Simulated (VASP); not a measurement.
# Ca4Pt (Pm-3m) in VASP: a series of runs

Runs on Ca4Pt. Level: PBE. Tasks: single point.

All numbers are computed with VASP 6.6.1; they aren't measurements. Logs are shortened: lines on timing, memory, paths and dates and some standing lists are left out, and cuts for length are marked.

## Step 1: The cell of the first run

It takes space group Pm-3m (No. 221, cubic). The conventional cell has a = 5.553 Å, b = 5.553 Å, c = 5.553 Å, α = 90.00°, β = 90.00°, γ = 90.00°. Ca (site symmetry 4/mmm) has 2 Pt at 2.78 Å within 3.7 Å. Ca (site symmetry m-3m) has 12 Ca at 3.93 Å and 8 Pt at 4.81 Å within 5.2 Å. Within 3.7 Å of Pt (site symmetry m-3m) lie 6 Ca at 2.78 Å.

## Step 2: Single point, PBE (34.24 Å³/atom)

INCAR reads:

```
SYSTEM = Ca4Pt
ALGO = Fast
EDIFF = 1E-7
ENCUT = 520
GGA = PE
ISIF = 2
ISMEAR = 0
LASPH = .True.
LCHARG = .False.
LREAL = .False.
LWAVE = .False.
NBANDS = 33
NELM = 80
PREC = Accurate
SIGMA = 0.1
```

KPOINTS reads:

```
k-points
0
Gamma
  8 8 8
  0 0 0
```

POSCAR reads:

```
Ca4Pt
1.0
    5.5528422862      0.0000000000      0.0000000000
    0.0000000000      5.5528422862      0.0000000000
    0.0000000000      0.0000000000      5.5528422862
Ca Pt
4 1
Direct
    0.0000000000      0.5000000000      0.5000000000
    0.5000000000      0.0000000000      0.5000000000
    0.5000000000      0.5000000000      0.0000000000
    0.0000000000      0.0000000000      0.0000000000
    0.5000000000      0.5000000000      0.5000000000
```

Potentials or basis: VASP PAW PBE potentials, release 64 (Ca_sv, Pt).

Started as:

```sh
cat potpaw_PBE.64/Ca_sv/POTCAR potpaw_PBE.64/Pt/POTCAR > POTCAR
mpirun -np 1 vasp_std > vasp.out
```

OUTCAR:

```text
SYSTEM = Ca4Pt
   EDIFF = 1E-7
   ENCUT = 520
   GGA = PE
   ISIF = 2
   ISMEAR = 0
   LASPH = .True.
   LREAL = .False.
   NELM = 80
   PREC = Accurate

 ion  position               nearest neighbor table
   1  0.000  0.500  0.500-   5 2.78   5 2.78
   2  0.500  0.000  0.500-   5 2.78   5 2.78
   3  0.500  0.500  0.000-   5 2.78   5 2.78
   4  0.000  0.000  0.000-
   5  0.500  0.500  0.500-   1 2.78   2 2.78   3 2.78   3 2.78   2 2.78   1 2.78

  LATTYP: Found a simple cubic cell.
 ALAT       =     5.5528422862

  Lattice vectors:

 A1 = (   5.5528422862,   0.0000000000,   0.0000000000)
 A2 = (   0.0000000000,   5.5528422862,   0.0000000000)
 A3 = (   0.0000000000,   0.0000000000,   5.5528422862)

Analysis of symmetry for initial positions (statically):
=====================================================================
 Subroutine PRICEL returns:
 Original cell was already a primitive cell.

 Routine SETGRP: Setting up the symmetry group for a
 simple cubic supercell.

 Subroutine GETGRP returns: Found 48 space group operations
 (whereof 48 operations were pure point group operations)
 out of a pool of 48 trial point group operations.

The static configuration has the point symmetry O_h .

Analysis of symmetry for dynamics (positions and initial velocities):
=====================================================================
 Subroutine PRICEL returns:
 Original cell was already a primitive cell.

 Routine SETGRP: Setting up the symmetry group for a
 simple cubic supercell.

 Subroutine GETGRP returns: Found 48 space group operations
 (whereof 48 operations were pure point group operations)
 out of a pool of 48 trial point group operations.

The dynamic configuration has the point symmetry O_h .

 Subroutine INISYM returns: Found 48 space group operations
 (whereof 48 operations are pure point group operations),
 and found     1 'primitive' translations

----------------------------------------------------------------------------------------

                                     Primitive cell

  volume of cell :     171.2167

  direct lattice vectors                    reciprocal lattice vectors
     5.552842286  0.000000000  0.000000000     0.180087953  0.000000000  0.000000000
     0.000000000  5.552842286  0.000000000     0.000000000  0.180087953  0.000000000
     0.000000000  0.000000000  5.552842286     0.000000000  0.000000000  0.180087953

  length of vectors
     5.552842286  5.552842286  5.552842286     0.180087953  0.180087953  0.180087953

  position of ions in fractional coordinates (direct lattice)
     0.000000000  0.500000000  0.500000000
     0.500000000  0.000000000  0.500000000
     0.500000000  0.500000000  0.000000000
     0.000000000  0.000000000  0.000000000
     0.500000000  0.500000000  0.500000000

  ion indices of the primitive-cell ions
   primitive index   ion index
                 1           1
                 2           2
                 3           3
                 4           4
                 5           5

----------------------------------------------------------------------------------------

 KPOINTS: k-points

Automatic generation of k-mesh.
 Grid dimensions read from file:
 generate k-points for:    8    8    8

 Generating k-lattice:

  Cartesian coordinates                     Fractional coordinates (reciprocal lattice)
     0.022510994  0.000000000  0.000000000     0.125000000  0.000000000  0.000000000
     0.000000000  0.022510994  0.000000000     0.000000000  0.125000000  0.000000000
     0.000000000  0.000000000  0.022510994     0.000000000  0.000000000  0.125000000

  Length of vectors
     0.022510994  0.022510994  0.022510994

  Shift w.r.t. Gamma in fractional coordinates (k-lattice)
     0.000000000  0.000000000  0.000000000

 Subroutine IBZKPT returns following result:
 ===========================================

 Found     35 irreducible k-points:

 Following reciprocal coordinates:
            Coordinates               Weight
  0.000000  0.000000  0.000000      1.000000
  0.125000  0.000000  0.000000      6.000000
  0.250000  0.000000  0.000000      6.000000
  0.375000  0.000000  0.000000      6.000000
  0.500000  0.000000  0.000000      3.000000
  0.125000  0.125000  0.000000     12.000000
[... 16 lines left out ...]
  0.375000  0.375000  0.125000     24.000000
  0.500000  0.375000  0.125000     24.000000
 [... further k-points ...]
   k-points           NKPTS =     35   k-points in BZ     NKDIM =     35   number of bands    NBANDS=     33
   number of dos      NEDOS =    301   number of ions     NIONS =      5
   total plane-waves  NPLWV =  74088
   dimension x,y,z NGX =    42 NGY =   42 NGZ =   42
   dimension x,y,z NGXF=    84 NGYF=   84 NGZF=   84
   ions per type =               4   1
   NGX,Y,Z   is equivalent  to a cutoff of  12.57, 12.57, 12.57 a.u.
   NGXF,Y,Z  is equivalent  to a cutoff of  25.15, 25.15, 25.15 a.u.
 SYSTEM =  Ca4Pt
   PREC   = accura    normal or accurate (medium, high low for compatibility)
   ISTART =      0    job   : 0-new  1-cont  2-samecut
   ICHARG =      2    charge: 1-file 2-atom 10-const
   ISPIN  =      1    spin polarized calculation?
   LNONCOLLINEAR =      F non collinear calculations
   LSORBIT =      F    spin-orbit coupling
   LASPH  =      T    aspherical Exc in radial PAW
   ENCUT  =  520.0 eV  38.22 Ry    6.18 a.u.  10.32 10.32 10.32*2*pi/ulx,y,z
   NELM   =     80;   NELMIN=  2; NELMDL= -5     # of ELM steps
   EDIFF  = 0.1E-06   stopping-criterion for ELM
   LREAL  =      F    real-space projection
   EDIFFG = 0.1E-05   stopping-criterion for IOM
   NSW    =      0    number of steps for IOM
   IBRION =     -1    ionic relax: 0-MD 1-quasi-New 2-CG
   NFREE  =      0    steps in history (QN), initial steepest desc. (CG)
   ISIF   =      2    stress and relaxation
   ISYM   =      2    0-nonsym 1-usesym 2-fastsym
   POTIM  = 0.5000    time-step for ionic-motion
   TEBEG  =    0.0;   TEEND  =   0.0 temperature during run
   PSTRESS=    0.0 pullay stress
   NELECT =      50.0000    total number of electrons
   NUPDOWN=      -1.0000    fix difference up-down
   EMIN   =  10.00;   EMAX   =-10.00  energy-range for DOS
   EFERMI =   0.00;   METHOD = LEGACY
   ISMEAR =     0;   SIGMA  =   0.10  broadening in eV -4-tet -1-fermi 0-gaus
   EFERMI_NEDOS =   21; number of points for ismear=-14 and -15
   IALGO  =     68    algorithm
   IMIX   =      4    mixing-type and parameters
     AMIX     =   0.40;   BMIX     =  1.00
     AMIX_MAG =   1.60;   BMIX_MAG =  1.00
  volume/ion in A,a.u.               =      34.24       231.09
  Fermi-wavevector in a.u.,A,eV,Ry     =   1.086133  2.052493 16.050574  1.179684
  Thomas-Fermi vector in A             =   2.222262
   LORBIT       =      0    0 simple, 1 ext, 2 COOP (PROOUT), +10 PAW based schemes
   GGA     = PE    functional components
   LHFCALC =     F    Hartree Fock is set to
   AEXX    =    0.0000 exact exchange contribution
   IVDW    =     0    specifies the selected vdW correction
   LEPSILON=     F    determine dielectric tensor
   LRPA    =     F    only Hartree local field effects (RPA)
 non-spin polarized calculation
 RMM-DIIS sequential band-by-band and
 Gauss-broadening in eV      SIGMA  =   0.10
  energy-cutoff  :      520.00
  volume of cell :      171.22
 maximum number of plane-waves:      4640
 NGX is ok and might be reduce to    42
   NGX = 21   NGY = 21   NGZ = 21

 number of electron      49.9999983 magnetization

 Free energy of the ion-electron system (eV)
  ---------------------------------------------------
  ext. energy  EPLUGINS =         0.00000000
  ---------------------------------------------------
  free energy    TOTEN  =       -15.95045587 eV

  energy without entropy =      -15.93250266  energy(sigma->0) =      -15.94147926

 E-fermi :   2.9037     XC(G=0):  -8.3867

 val. band max:        2.8887948394   @ k =   0.2500   0.0000   0.0000
 cond. band min:       2.9195784372   @ k =   0.5000   0.2500   0.1250
 fundamental gap:      0.0307835978
 Fermi energy:         2.9037090122

 k-point     1 :       0.0000    0.0000    0.0000
  band No.  band energies     occupation
      1     -39.5054      2.00000
      2     -38.2740      2.00000
      3     -38.2602      2.00000
      4     -38.2602      2.00000
      5     -20.4871      2.00000
      6     -20.4871      2.00000
[... 25 lines left out ...]
     32       6.3582      0.00000
     33       6.3582      0.00000

 k-point     2 :       0.1250    0.0000    0.0000
  band No.  band energies     occupation
      1     -39.5054      2.00000
      2     -38.2735      2.00000
      3     -38.2605      2.00000
      4     -38.2602      2.00000
      5     -20.4870      2.00000
      6     -20.4870      2.00000
[... 25 lines left out ...]
     32       6.2751      0.00000
     33       6.2916      0.00000

 k-point     3 :       0.2500    0.0000    0.0000
  band No.  band energies     occupation
      1     -39.5054      2.00000
      2     -38.2721      2.00000
      3     -38.2614      2.00000
      4     -38.2602      2.00000
      5     -20.4869      2.00000
      6     -20.4867      2.00000
[... 25 lines left out ...]
     32       6.0283      0.00000
     33       6.1524      0.00000

 k-point     4 :       0.3750    0.0000    0.0000
  band No.  band energies     occupation
      1     -39.5054      2.00000
      2     -38.2703      2.00000
      3     -38.2626      2.00000
      4     -38.2602      2.00000
      5     -20.4867      2.00000
      6     -20.4864      2.00000
[... 25 lines left out ...]
     32       5.3131      0.00000
     33       5.9165      0.00000

 k-point     5 :       0.5000    0.0000    0.0000
  band No.  band energies     occupation
      1     -39.5054      2.00000
      2     -38.2694      2.00000
      3     -38.2633      2.00000
      4     -38.2602      2.00000
      5     -20.4866      2.00000
      6     -20.4862      2.00000
[... 604 lines left out ...]
 k-point    22 :       0.5000    0.2500    0.1250
  band No.  band energies     occupation
      1     -39.5053      2.00000
      2     -38.2673      2.00000
      3     -38.2633      2.00000
      4     -38.2613      2.00000
      5     -20.4873      2.00000
      6     -20.4871      2.00000
[... 25 lines left out ...]
     32       4.7472      0.00000
     33       5.2895      0.00000

 k-point    23 :       0.3750    0.3750    0.1250
  band No.  band energies     occupation
      1     -39.5053      2.00000
      2     -38.2667      2.00000
      3     -38.2628      2.00000
      4     -38.2621      2.00000
      5     -20.4877      2.00000
      6     -20.4873      2.00000
[... 25 lines left out ...]
     32       4.6863      0.00000
     33       5.7869      0.00000

 k-point    24 :       0.5000    0.3750    0.1250
  band No.  band energies     occupation
      1     -39.5053      2.00000
      2     -38.2658      2.00000
      3     -38.2633      2.00000
      4     -38.2623      2.00000
      5     -20.4877      2.00000
      6     -20.4876      2.00000
[... 25 lines left out ...]
     32       4.7148      0.00000
     33       4.9282      0.00000

 [... further k-points ...]

------------------------ aborting loop because EDIFF is reached ----------------------------------------

  FORCE on cell =-STRESS in cart. coord.  units (eV):
  Direction    XX          YY          ZZ          XY          YZ          ZX
  --------------------------------------------------------------------------------------
  -------------------------------------------------------------------------------------
  Total        2.2629329      2.2629329      2.2629329      0.0000000      0.0000000      0.0000000
  in kB       21.1756253     21.1756253     21.1756253      0.0000000      0.0000000      0.0000000
  external PRESSURE =      21.1756253 kB  Pullay stress =       0.0000000 kB

 VOLUME and BASIS-vectors are now :
 -----------------------------------------------------------------------------
  energy-cutoff  :      520.00
  volume of cell :      171.22
      direct lattice vectors                 reciprocal lattice vectors
     5.552842286  0.000000000  0.000000000     0.180087953  0.000000000  0.000000000
     0.000000000  5.552842286  0.000000000     0.000000000  0.180087953  0.000000000
     0.000000000  0.000000000  5.552842286     0.000000000  0.000000000  0.180087953

 POSITION                                       TOTAL-FORCE (eV/Angst)
 -----------------------------------------------------------------------------------
      0.00000      2.77642      2.77642         0.000000      0.000000      0.000000
      2.77642      0.00000      2.77642         0.000000      0.000000      0.000000
      2.77642      2.77642      0.00000         0.000000      0.000000      0.000000
      0.00000      0.00000      0.00000         0.000000      0.000000      0.000000
      2.77642      2.77642      2.77642         0.000000      0.000000      0.000000
 -----------------------------------------------------------------------------------
    total drift:                                0.000000     -0.000000     -0.000000

  FREE ENERGIE OF THE ION-ELECTRON SYSTEM (eV)
  ---------------------------------------------------
  free  energy   TOTEN  =       -15.9504558684 eV

  energy  without entropy=      -15.9325026586  energy(sigma->0) =      -15.94147926
```

Run time: 9.6 min. Hardware: 1 thread of Intel Xeon 6975P-C (Granite Rapids), shared host; peak memory 0.37 GiB.

Results:

```
Free energy            : -15.9505 eV
Pressure               : 2.1 GPa
Band gap on the k mesh : zero (bands 25 and 26 overlap by 1.18 eV)
```

Levels at points of the mesh, in eV from the Fermi level:
```tsv
k point	band 23	band 24	band 25	band 26	band 27	band 28
(0.00, 0.00, 0.00)	-1.89	-0.23	-0.23	0.73	0.73	0.73
(0.50, 0.00, 0.00)	-2.69	-0.51	0.27	0.47	0.47	1.38
(0.50, 0.50, 0.00)	-1.60	-1.60	-1.01	0.72	1.01	1.22
(0.50, 0.50, 0.50)	-1.19	-1.19	-1.19	-0.90	0.36	0.36
```

Caveat: spin-orbit coupling is left out, which moves the levels of the heavy elements.

## Step 3: Single point, PBE (35.34 Å³/atom)

This run uses another cell than the first one, of 35.34 Å³/atom.

INCAR reads:

```
  PREC = Accurate
  ENCUT = 520
  EDIFF = 1E-6
  ISMEAR = 0
  SIGMA = 0.1
  LREAL = False
  LASPH = True
  NELM = 60
  ALGO = Fast
  ISIF = 2
  LWAVE = False
  LCHARG = False
  GGA = PE
  NBANDS = 33
```

KPOINTS reads:

```
regular mesh
0
Gamma
  8 8 8
```

POSCAR: that of step 2 with these lines changed.

```diff
@@ -2,5 +2,5 @@
 1.0
-    5.5528422862      0.0000000000      0.0000000000
-    0.0000000000      5.5528422862      0.0000000000
-    0.0000000000      0.0000000000      5.5528422862
+    5.6112975533      0.0000000000      0.0000000000
+    0.0000000000      5.6112975533      0.0000000000
+    0.0000000000      0.0000000000      5.6112975533
 Ca Pt
```

Potentials or basis: VASP PAW PBE potentials, release 64 (Ca_sv, Pt).

Started as:

```sh
cat potpaw_PBE.64/Ca_sv/POTCAR potpaw_PBE.64/Pt/POTCAR > POTCAR
mpirun -np 1 vasp_std > vasp.out
```

It took 7.2 min on 1 thread of Intel Xeon 6975P-C (Granite Rapids), shared host; peak memory 0.36 GiB.

Results (log left out):

- Free energy: -16.0049 eV
- Pressure: 1.0 GPa
- Band gap on the k mesh: zero (bands 25 and 26 overlap by 1.18 eV)

Levels at points of the mesh, in eV from the Fermi level:
```tsv
k point	band 21	band 22	band 23	band 24	band 25	band 26	band 27	band 28	band 29	band 30
(0.00, 0.00, 0.00)	-3.22	-3.22	-1.86	-0.20	-0.20	0.68	0.68	0.68	1.32	1.32
(0.50, 0.00, 0.00)	-3.09	-2.75	-2.66	-0.50	0.29	0.46	0.46	1.37	1.52	1.52
(0.50, 0.50, 0.00)	-2.78	-2.67	-1.59	-1.59	-1.02	0.72	0.99	1.21	1.39	1.39
(0.50, 0.50, 0.50)	-2.67	-2.67	-1.17	-1.17	-1.17	-0.89	0.33	0.33	0.33	1.97
```

Caveat: spin-orbit coupling is left out, which moves the levels of the heavy elements.

## Step 4: Single point, PBE (37.52 Å³/atom)

This run uses another cell than the first one, of 37.52 Å³/atom.

INCAR reads:

```
  PREC = Accurate
  ENCUT = 520
  EDIFF = 1E-6
  ISMEAR = 0
  SIGMA = 0.1
  LREAL = F
  LASPH = T
  NELM = 80
  ALGO = Fast
  ISIF = 2
  LWAVE = F
  LCHARG = F
  GGA = PE
  NBANDS = 33
```

KPOINTS reads:

```
Automatic mesh
0
Gamma
  8 8 8
```

POSCAR: that of step 3 with these lines changed.

```diff
@@ -2,5 +2,5 @@
 1.0
-    5.6112975533      0.0000000000      0.0000000000
-    0.0000000000      5.6112975533      0.0000000000
-    0.0000000000      0.0000000000      5.6112975533
+    5.7246876497      0.0000000000      0.0000000000
+    0.0000000000      5.7246876497      0.0000000000
+    0.0000000000      0.0000000000      5.7246876497
 Ca Pt
```

Started as:

```sh
cat potpaw_PBE.64/Ca_sv/POTCAR potpaw_PBE.64/Pt/POTCAR > POTCAR
mpirun -np 1 vasp_std > vasp.out
```

It took 8.8 min on 1 thread of Intel Xeon 6975P-C (Granite Rapids), shared host; peak memory 0.43 GiB.

The run converged. Its results:

```yaml
Free_energy: -16.0135 eV
Pressure: -0.8 GPa
Band_gap_on_the_k_mesh: zero (bands 25 and 26 overlap by 1.20 eV)
```

Levels at points of the mesh, in eV from the Fermi level:
| k point | band 22 | band 23 | band 24 | band 25 | band 26 | band 27 | band 28 | band 29 |
| --- | --- | --- | --- | --- | --- | --- | --- | --- |
| (0.00, 0.00, 0.00) | -3.01 | -1.81 | -0.15 | -0.15 | 0.60 | 0.60 | 0.60 | 1.29 |
| (0.50, 0.00, 0.00) | -2.64 | -2.61 | -0.49 | 0.32 | 0.45 | 0.45 | 1.35 | 1.44 |
| (0.50, 0.50, 0.00) | -2.57 | -1.56 | -1.56 | -1.03 | 0.72 | 0.94 | 1.18 | 1.36 |
| (0.50, 0.50, 0.50) | -2.56 | -1.12 | -1.12 | -1.12 | -0.88 | 0.28 | 0.28 | 0.28 |

Caveat: spin-orbit coupling is left out, which moves the levels of the heavy elements.

## Step 5: Single point, PBE (38.61 Å³/atom)

This run uses another cell than the first one, of 38.61 Å³/atom.

INCAR reads:

```
ALGO = Fast ; EDIFF = 1E-6
ENCUT = 520 ; GGA = PE
ISIF = 2 ; ISMEAR = 0
LASPH = T ; LCHARG = F
LREAL = F ; LWAVE = F
NBANDS = 33 ; NELM = 80
PREC = Accurate ; SIGMA = 0.1
```

KPOINTS reads:

```
k-points
0
Gamma
  8 8 8
```

POSCAR: that of step 4 with these lines changed.

```diff
@@ -2,5 +2,5 @@
 1.0
-    5.7246876497      0.0000000000      0.0000000000
-    0.0000000000      5.7246876497      0.0000000000
-    0.0000000000      0.0000000000      5.7246876497
+    5.7797361003      0.0000000000      0.0000000000
+    0.0000000000      5.7797361003      0.0000000000
+    0.0000000000      0.0000000000      5.7797361003
 Ca Pt
```

Started as:

```sh
cat potpaw_PBE.64/Ca_sv/POTCAR potpaw_PBE.64/Pt/POTCAR > POTCAR
mpirun -np 1 vasp_std > vasp.out
```

It took 6.8 min on 1 thread of Intel Xeon 6975P-C (Granite Rapids), shared host; peak memory 0.44 GiB.

The run converged. Its results:

* Free energy: -15.9766 eV
* Pressure: -1.5 GPa
* Band gap on the k mesh: zero (bands 25 and 26 overlap by 1.21 eV)

Levels at points of the mesh, in eV from the Fermi level:
| k point | band 23 | band 24 | band 25 | band 26 | band 27 | band 28 |
| --- | --- | --- | --- | --- | --- | --- |
| (0.00, 0.00, 0.00) | -1.78 | -0.13 | -0.13 | 0.57 | 0.57 | 0.57 |
| (0.50, 0.00, 0.00) | -2.58 | -0.48 | 0.33 | 0.45 | 0.45 | 1.33 |
| (0.50, 0.50, 0.00) | -1.55 | -1.55 | -1.04 | 0.73 | 0.92 | 1.17 |
| (0.50, 0.50, 0.50) | -1.10 | -1.10 | -1.10 | -0.88 | 0.25 | 0.25 |

Caveat: spin-orbit coupling is left out, which moves the levels of the heavy elements.

## Step 6: Summary

| cell | further INCAR settings | gap on the mesh (eV) | pressure (GPa) |
| --- | --- | --- | --- |
| a = 5.553 Å, 5 atoms | ALGO = Fast; EDIFF = 1e-07; NBANDS = 33 | none | 2.1 |
| a = 5.611 Å, 5 atoms | ALGO = Fast; EDIFF = 1e-06; NBANDS = 33 | none | 1.0 |
| a = 5.725 Å, 5 atoms | ALGO = Fast; EDIFF = 1e-06; NBANDS = 33 | none | -0.8 |
| a = 5.780 Å, 5 atoms | ALGO = Fast; EDIFF = 1e-06; NBANDS = 33 | none | -1.5 |

Alike in all rows: task single point; level PBE; potentials or basis VASP PAW PBE potentials, release 64 (Ca_sv, Pt); no spin polarisation; k mesh 8 × 8 × 8; cutoff (eV) 520; smearing gaussian 0.1 eV.

Caveats: spin-orbit coupling is left out, which moves the levels of the heavy elements.

Total energies depend on the potentials used, so only differences within one code and one set of settings carry meaning.

The gap in the log of VASP goes by the Fermi energy; the results here count the filled bands.